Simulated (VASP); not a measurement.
Input of a VASP 6.6.1 run:

File INCAR:

```
SYSTEM = Be3TeSe2
PREC = Accurate ; ENCUT = 520
EDIFF = 1E-6 ; ISMEAR = 0
SIGMA = 0.1 ; LREAL = .False.
LASPH = .True. ; NELM = 100
ALGO = Normal ; ISIF = 2
LWAVE = .False. ; LCHARG = .False.
GGA = PE ; NBANDS = 36
```

Contents of KPOINTS:

```
Automatic mesh
0
Gamma
  4 4 1
  0 0 0
```

File POSCAR:

```
Be3TeSe2
1.0
    3.8001448708      0.0001518042      0.0000125005
    0.0001463916      3.8000728477      0.0005438904
    0.0014259376     -0.0003591079     15.8857365845
Be Te Se
6 2 4
Direct
    0.4997769060      0.4998785853      0.1849651766
    0.9999639198     -0.0000097835      0.3424304009
    0.5001966634      0.5000468407      0.4999673257
    0.9999757660      0.0002939189      0.6575431042
    0.5000574652      0.4999156287      0.8150687359
   -0.0000206927      0.9999259793      1.0000276188
   -0.0001943949      0.4998772484      0.0920968872
    0.5000288569      0.9998936378      0.9079463218
    0.4999568055      0.9999434751      0.2635192755
    1.0001351194      0.5000244790      0.4211583208
    0.5000401756      1.0000326514      0.5787990868
    1.0000834096      0.5001773390      0.7364777458
```

Potentials or basis: VASP PAW PBE potentials, release 64 (Be, Te, Se).

Command:

```sh
$ cat potpaw_PBE.64/Be/POTCAR potpaw_PBE.64/Te/POTCAR potpaw_PBE.64/Se/POTCAR > POTCAR
$ mpirun -np 1 vasp_std > vasp.out
```

(1) What does it give for the pressure?

(2) What does it give for the band gap on the k mesh?

Answers

(1) 0.2 GPa.

(2) 1.96 eV, direct.

Caveat: spin-orbit coupling is left out, which moves the levels of the heavy elements.
